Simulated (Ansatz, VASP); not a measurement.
## Ru in VASP and in Ansatz

```xyz
2
Lattice="2.7236 0.0000 0.0000 -1.3618 2.3587 0.0000 0.0000 0.0000 4.2891" Properties=species:S:1:pos:R:3 pbc="T T T"
Ru    0.0000    1.5724    1.0723
Ru    1.3618    0.7862    3.2168
```

Alike in both runs: task single point; functional PBE; k mesh 13 × 13 × 7; occupations fermi-dirac, width 0.3 eV; no spin polarisation.

|  | VASP | Ansatz |
| --- | --- | --- |
| version | VASP 6.6.1 | Ansatz 0.2.0 |
| potentials or method | VASP PAW PBE potentials, release 64 (Ru_pv), cutoff 520 eV | plane waves (420 eV) with PAW, scalar-relativistic |
| valence electrons in the cell | 28 | 32 |

Ansatz gave:

| Property | Result |
| --- | --- |
| pressure (GPa) | 2.5 |
| traceless stress, the component that is largest in VASP (GPa) | 1.21 |

Task: Which values does VASP return?

Result: Pressure (GPa): 2.4; traceless stress, the component that is largest in VASP (GPa): 1.22.

VASP's potentials hold 28 valence electrons a cell and Ansatz's 32, so a difference there can come from the potentials and not from the codes.
